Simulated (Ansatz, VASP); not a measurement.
## KTaO3 in VASP and in Ansatz

The input INCAR:

```
SYSTEM = KTaO3
PREC = Accurate
ENCUT = 520
EDIFF = 1E-8
ISMEAR = -1
SIGMA = 0.01
LREAL = .False.
LASPH = .True.
NELM = 60
ALGO = Normal
ISIF = 2
LWAVE = .False.
LCHARG = .False.
GGA = PE
LEFG = .True.
NBANDS = 27
```

The input KPOINTS:

```
Automatic mesh
0
Gamma
  5 5 5
  0 0 0
```

File POSCAR:

```
KTaO3
1.0
    3.9615320794      0.0000000000      0.0000000000
    0.0000000000      3.9615320794      0.0000000000
    0.0000000000      0.0000000000      3.9615320794
K Ta O
1 1 3
Direct
    0.5000000000      0.5000000000      0.5000000000
    0.0000000000      0.0000000000      0.0000000000
    0.5000000000      0.0000000000      0.0000000000
    0.0000000000      0.5000000000      0.0000000000
    0.0000000000      0.0000000000      0.5000000000
```

Input for Ansatz:

```yaml
crystal:
  lattice:
    - [3.9615320794, 0.0, 0.0]
    - [0.0, 3.9615320794, 0.0]
    - [0.0, 0.0, 3.9615320794]
  atoms:
    - { symbol: K, position: [0.5, 0.5, 0.5] }
    - { symbol: Ta, position: [0.0, 0.0, 0.0] }
    - { symbol: O, position: [0.5, 0.0, 0.0] }
    - { symbol: O, position: [0.0, 0.5, 0.0] }
    - { symbol: O, position: [0.0, 0.0, 0.5] }
kpoints:
  mp_grid: { grid: [5, 5, 5] }
scf:
  occupations: { method: fermi_dirac, width: 0.01 }
hamiltonian:
  xc: pbe
  pseudopotentials: { kind: paw }
output:
  forces: true
  stress: true
  eigenvalues: true
  efg: { contact_densities: true }
```

Change from the starting cell: volume scaled by 0.98, PAW files.

Alike in both runs: task electric field gradients; functional PBE; k mesh 5 × 5 × 5; occupations fermi-dirac, width 0.01 eV; no spin polarisation.

```csv
,VASP,Ansatz
version,VASP 6.6.1,Ansatz 0.2.0
potentials or method,"VASP PAW PBE potentials, release 64 (K_sv, Ta_pv, O)","PAW with Ansatz's default frozen-core files, scalar-relativistic"
plane-wave cutoff (eV),520,420
valence electrons in the cell,38,40
```

Ansatz gave:

| Property | Result |
| --- | --- |
| gap on the k mesh at the Fermi level (eV) | 2.38 |
| pressure (GPa) | 9.9 |
| size of Vzz on the site where it differs most (V/Å²) | 19.1 |

Q: Which values does VASP return?

A: gap on the k mesh at the Fermi level (eV): 2.33; pressure (GPa): 10.6; size of Vzz on the site where it differs most (V/Å²): 16.7.

With one functional, cell and mesh, what is left measures potentials, basis and numerics. VASP's potentials hold 38 valence electrons a cell and Ansatz's 40, so a difference there can come from the potentials and not from the codes.

Neither program's run includes spin-orbit coupling.
